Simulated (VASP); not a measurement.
# Na3Rh in VASP: further runs, part 2 of 2

VASP 6.6.1.

### Step 5. Relaxation of cell and atoms, PBE

This run uses another cell than the first one, of 18.32 Å³/atom, 0.814 times its volume.

Contents of INCAR:

```
SYSTEM = Na3Rh
ALGO = Normal ; EDIFF = 1E-6
EDIFFG = -0.04 ; ENCUT = 600
GGA = PE ; IBRION = 2
ISIF = 3 ; ISMEAR = 0
LASPH = .TRUE. ; LCHARG = .FALSE.
LREAL = .FALSE. ; LWAVE = .FALSE.
NELM = 60 ; NSW = 90
PREC = Accurate ; SIGMA = 0.1
```

Contents of KPOINTS:

```
k-points
0
G
  4 4 4
  0 0 0
```

Contents of POSCAR:

```
Na3Rh
1.0
    4.1846053971      0.0000000000      0.0000000000
    0.0000000000      4.1846053971      0.0000000000
    0.0000000000      0.0000000000      4.1846053971
Na Rh
3 1
Direct
    0.0000000000      0.5000000000      0.5000000000
    0.5000000000      0.0000000000      0.5000000000
    0.5000000000      0.5000000000      0.0000000000
    0.0000000000      0.0000000000      0.0000000000
```

Potentials or basis: VASP PAW PBE potentials, release 64 (Na_pv, Rh_pv).

Started as:

```sh
> cat potpaw_PBE.64/Na_pv/POTCAR potpaw_PBE.64/Rh_pv/POTCAR > POTCAR
> mpirun -np 1 vasp_std > vasp.out
```

OUTCAR:

```text
SYSTEM = Na3Rh
   EDIFF = 1E-6
   EDIFFG = -0.04
   ENCUT = 600
   GGA = PE
   IBRION = 2
   ISIF = 3
   ISMEAR = 0
   LASPH = .TRUE.
   LREAL = .FALSE.
   NELM = 60
   NSW = 90
   PREC = Accurate

 ion  position               nearest neighbor table
   1  0.000  0.500  0.500-   4 2.96   4 2.96   4 2.96   4 2.96
   2  0.500  0.000  0.500-   4 2.96   4 2.96   4 2.96   4 2.96
   3  0.500  0.500  0.000-   4 2.96   4 2.96   4 2.96   4 2.96
   4  0.000  0.000  0.000-   1 2.96   2 2.96   3 2.96   1 2.96   2 2.96   1 2.96   3 2.96   1 2.96
                             2 2.96   3 2.96   2 2.96   3 2.96

  LATTYP: Found a simple cubic cell.
 ALAT       =     4.1846053971

  Lattice vectors:

 A1 = (   4.1846053971,   0.0000000000,   0.0000000000)
 A2 = (   0.0000000000,   4.1846053971,   0.0000000000)
 A3 = (   0.0000000000,   0.0000000000,   4.1846053971)

Analysis of symmetry for initial positions (statically):
=====================================================================
 Subroutine PRICEL returns:
 Original cell was already a primitive cell.

 Routine SETGRP: Setting up the symmetry group for a
 simple cubic supercell.

 Subroutine GETGRP returns: Found 48 space group operations
[... 9 lines left out ...]

 Routine SETGRP: Setting up the symmetry group for a
 simple cubic supercell.

 Subroutine GETGRP returns: Found 48 space group operations
[... 11 lines left out ...]
                                     Primitive cell

  volume of cell :      73.2763

  direct lattice vectors                    reciprocal lattice vectors
     4.184605397  0.000000000  0.000000000     0.238971159  0.000000000  0.000000000
     0.000000000  4.184605397  0.000000000     0.000000000  0.238971159  0.000000000
     0.000000000  0.000000000  4.184605397     0.000000000  0.000000000  0.238971159

  length of vectors
     4.184605397  4.184605397  4.184605397     0.238971159  0.238971159  0.238971159

  position of ions in fractional coordinates (direct lattice)
     0.000000000  0.500000000  0.500000000
     0.500000000  0.000000000  0.500000000
     0.500000000  0.500000000  0.000000000
     0.000000000  0.000000000  0.000000000

  ion indices of the primitive-cell ions
   primitive index   ion index
[... 64 lines left out ...]
   NSW    =     90    number of steps for IOM
   IBRION =      2    ionic relax: 0-MD 1-quasi-New 2-CG
   NFREE  =      1    steps in history (QN), initial steepest desc. (CG)
   ISIF   =      3    stress and relaxation
   ISYM   =      2    0-nonsym 1-usesym 2-fastsym
   POTIM  = 0.5000    time-step for ionic-motion
   TEBEG  =    0.0;   TEEND  =   0.0 temperature during run
   PSTRESS=    0.0 pullay stress
   NELECT =      36.0000    total number of electrons
   NUPDOWN=      -1.0000    fix difference up-down
   EMIN   =  10.00;   EMAX   =-10.00  energy-range for DOS
   EFERMI =   0.00;   METHOD = LEGACY
   ISMEAR =     0;   SIGMA  =   0.10  broadening in eV -4-tet -1-fermi 0-gaus
   EFERMI_NEDOS =   21; number of points for ismear=-14 and -15
   IALGO  =     38    algorithm
   IMIX   =      4    mixing-type and parameters
     AMIX     =   0.40;   BMIX     =  1.00
     AMIX_MAG =   1.60;   BMIX_MAG =  1.00
  volume/ion in A,a.u.               =      18.32       123.62
  Fermi-wavevector in a.u.,A,eV,Ry     =   1.291778  2.441106 22.703905  1.668690
  Thomas-Fermi vector in A             =   2.423527
   LORBIT       =      0    0 simple, 1 ext, 2 COOP (PROOUT), +10 PAW based schemes
   GGA     = PE    functional components
   LHFCALC =     F    Hartree Fock is set to
   AEXX    =    0.0000 exact exchange contribution
   IVDW    =     0    specifies the selected vdW correction
   LEPSILON=     F    determine dielectric tensor
   LRPA    =     F    only Hartree local field effects (RPA)
 conjugate gradient relaxation of ions
 non-spin polarized calculation
 Gauss-broadening in eV      SIGMA  =   0.10
  energy-cutoff  :      600.00
  volume of cell :       73.28
 maximum number of plane-waves:      2469
 NGX is ok and might be reduce to    36
   NGX = 17   NGY = 17   NGZ = 17

--------------------------------------- Ionic step        1  -------------------------------------------

 number of electron      35.9999982 magnetization

 Free energy of the ion-electron system (eV)
  ---------------------------------------------------
  ext. energy  EPLUGINS =         0.00000000
  ---------------------------------------------------
  free energy    TOTEN  =        -9.21130666 eV

  energy without entropy =       -9.18886288  energy(sigma->0) =       -9.20008477

 E-fermi :   3.6007     XC(G=0):  -9.4770

 val. band max:        3.5635244748   @ k =   0.5000   0.2500   0.2500
 cond. band min:       3.6915691385   @ k =   0.5000   0.2500   0.2500
 fundamental gap:      0.1280446637
 Fermi energy:         3.6006710770

 k-point     1 :       0.0000    0.0000    0.0000
  band No.  band energies     occupation
      1     -40.9389      2.00000
      2     -40.9389      2.00000
      3     -40.9389      2.00000
      4     -20.5770      2.00000
      5     -20.5770      2.00000
      6     -20.5770      2.00000
[... 352 lines left out ...]
--------------------------------------- Ionic step        4  -------------------------------------------

 number of electron      35.9999945 magnetization

 Free energy of the ion-electron system (eV)
  ---------------------------------------------------
  ext. energy  EPLUGINS =         0.00000000
  ---------------------------------------------------
  free energy    TOTEN  =        -9.56066431 eV

  energy without entropy =       -9.53554565  energy(sigma->0) =       -9.54810498

 E-fermi :   2.2365     XC(G=0):  -8.5857

 val. band max:        2.1966483459   @ k =   0.5000   0.2500   0.2500
 cond. band min:       2.3152533392   @ k =   0.5000   0.2500   0.2500
 fundamental gap:      0.1186049933
 Fermi energy:         2.2365430357

 k-point     1 :       0.0000    0.0000    0.0000
  band No.  band energies     occupation
      1     -42.2027      2.00000
      2     -42.2027      2.00000
      3     -42.2027      2.00000
      4     -21.9041      2.00000
      5     -21.9041      2.00000
      6     -21.9041      2.00000
[... 270 lines left out ...]
  FREE ENERGIE OF THE ION-ELECTRON SYSTEM (eV)
  ---------------------------------------------------
  free  energy   TOTEN  =        -9.5606643091 eV

  energy  without entropy=       -9.5355456518  energy(sigma->0) =       -9.54810498

 reached required accuracy - stopping structural energy minimisation
```

OSZICAR:

```text
N       E                     dE             d eps       ncg     rms          rms(c)
DAV:   1     0.424243138506E+03    0.42424E+03   -0.22235E+04   440   0.223E+03
DAV:   2     0.145009100185E+02   -0.40974E+03   -0.40173E+03   458   0.591E+02
DAV:   3    -0.925248341818E+01   -0.23753E+02   -0.22651E+02   548   0.150E+02
[... 42 lines left out ...]
DAV:   6    -0.956093436413E+01    0.50523E-03   -0.45446E-03   456   0.581E-01    0.167E-01
DAV:   7    -0.956070603361E+01    0.22833E-03   -0.86740E-04   478   0.302E-01    0.547E-02
DAV:   8    -0.956066948369E+01    0.36550E-04   -0.43635E-05   472   0.602E-02    0.186E-02
DAV:   9    -0.956066479741E+01    0.46863E-05   -0.12181E-05   440   0.263E-02    0.265E-03
DAV:  10    -0.956066430907E+01    0.48834E-06   -0.47439E-07   256   0.500E-03
   4 F= -.95606643E+01 E0= -.95481050E+01  d E =-.349358E+00
```

Wall time 63 s (1 thread of Oxide Virtual Turin-like, shared host); peak memory 0.18 GiB.

Results:

```
Free energy                            : -9.5607 eV
Relaxed volume                         : 22.79 Å³/atom
Relaxed cell                           : a = 4.501 Å, b = 4.501 Å, c = 4.501 Å, α = 90.00°, β = 90.00°, γ = 90.00°
Space group after relaxing (to 0.05 Å) : Pm-3m (No. 221)
Energy gained by relaxing              : 87.3 meV/atom
Ionic steps                            : 4
Pressure after relaxing                : -0.1 GPa
Band gap on the k mesh                 : zero (band 18 reaches 3.30 eV, above the bottom of band 19 at 2.17 eV)
```

Step by step:
| step | energy change (eV) | largest force (eV/Å) | pressure (GPa) | volume (Å³) |
| --- | --- | --- | --- | --- |
| 1 | 0.0000 | 0.0000 | 7.76 | 73.28 |
| 2 | -0.2961 | 0.0000 | 2.41 | 83.09 |
| 3 | -0.3347 | 0.0000 | -1.00 | 95.19 |
| 4 | -0.3494 | 0.0000 | -0.12 | 91.18 |

Final structure:
```cif
data_structure
_symmetry_space_group_name_H-M 'P 1'
_symmetry_Int_Tables_number 1
_cell_length_a 4.5008
_cell_length_b 4.5008
_cell_length_c 4.5008
_cell_angle_alpha 90.000
_cell_angle_beta 90.000
_cell_angle_gamma 90.000
_cell_volume 91.18
loop_
_atom_site_label
_atom_site_type_symbol
_atom_site_fract_x
_atom_site_fract_y
_atom_site_fract_z
_atom_site_occupancy
Na1 Na 0.00000 0.50000 0.50000 1
Na2 Na 0.50000 0.00000 0.50000 1
Na3 Na 0.50000 0.50000 0.00000 1
Rh1 Rh 0.00000 0.00000 0.00000 1
```

Levels at points of the mesh, in eV from the Fermi level:
```
           k point  band 16  band 17  band 18  band 19  band 20  band 21
(0.00, 0.00, 0.00)    -0.40    -0.40    -0.40     3.08     3.29     3.29
(0.50, 0.00, 0.00)    -0.59    -0.59    -0.37    -0.07     4.43     4.74
(0.50, 0.50, 0.00)    -0.54    -0.15     0.20     0.20     0.24     1.41
(0.50, 0.50, 0.50)    -0.15    -0.15     1.06     1.35     1.58     1.58
```

Caveat: the k points lie up to 0.35 Å⁻¹ apart in the final cell; the volume moved by over 15 % at a fixed basis, so the end points are rough.

### Step 6. Summary

```tsv
task	cell	cutoff (eV)	gap on the mesh (eV)	pressure (GPa)
single point	a = 4.481 Å, 4 atoms	520	none	0.2
single point	a = 4.168, b = 4.168, c = 4.125 Å, 4 atoms	520	none	9.0
single point	a = 4.499, b = 4.499, c = 4.431 Å, 4 atoms	520	none	0.3
relaxation of cell and atoms	relaxed from a = 4.185 Å, 4 atoms	600	none	-0.1
```

Alike in all rows: level PBE; potentials or basis VASP PAW PBE potentials, release 64 (Na_pv, Rh_pv); no spin polarisation; k mesh 4 × 4 × 4; smearing gaussian 0.1 eV.

Caveats: some runs use coarse meshes; the volume moved by over 15 % at a fixed basis, so the end points are rough (some runs).

Total energies depend on the potentials used, so only differences within one code and one set of settings carry meaning.
